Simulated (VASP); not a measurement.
Here is a VASP 6.6.1 calculation.

Contents of INCAR:

```
ALGO     = Normal         # electronic algorithm
EDIFF    = 1E-7           # SCF threshold, eV
ENCUT    = 520            # plane-wave cutoff, eV
GGA      = PE             # functional
ISIF     = 2              # what is computed and relaxed
ISMEAR   = 0              # smearing method
LASPH    = T              # aspherical terms in the spheres
LCHARG   = F              # write CHGCAR
LREAL    = F              # projectors in reciprocal space
LWAVE    = F              # write WAVECAR
NBANDS   = 16             # bands
NELM     = 100            # most SCF steps
PREC     = Accurate       # precision mode
SIGMA    = 0.01           # smearing width, eV
```

The input KPOINTS:

```
k-points
0
Gamma
  4 4 4
```

File POSCAR:

```
CdS
1.0
    0.0000000000      2.8657344656      3.0438692751
    2.8657344656      0.0000000000      3.0438692751
    2.8657344656      2.8657344656      0.0000000000
Cd S
1 1
Direct
    0.0000000000      0.0000000000      0.0000000000
    0.2500000000      0.2500000000      0.2500000000
```

Potentials or basis: VASP PAW PBE potentials, release 64 (Cd, S).

Run with:

```console
$ cat potpaw_PBE.64/Cd/POTCAR potpaw_PBE.64/S/POTCAR > POTCAR
$ mpirun -np 1 vasp_std > vasp.out
```

Estimate the band gap on the k mesh.

1.05 eV, direct.

Predict the pressure.

2.7 GPa.

Stress tensor (GPa, compression positive):
```
3.15 0.00 0.00
0.00 3.15 0.00
0.00 0.00 1.95
```

Caveat: the k points lie up to 0.47 Å⁻¹ apart; the cell differs from its parent crystal (epitaxial xy strain -2.5%).
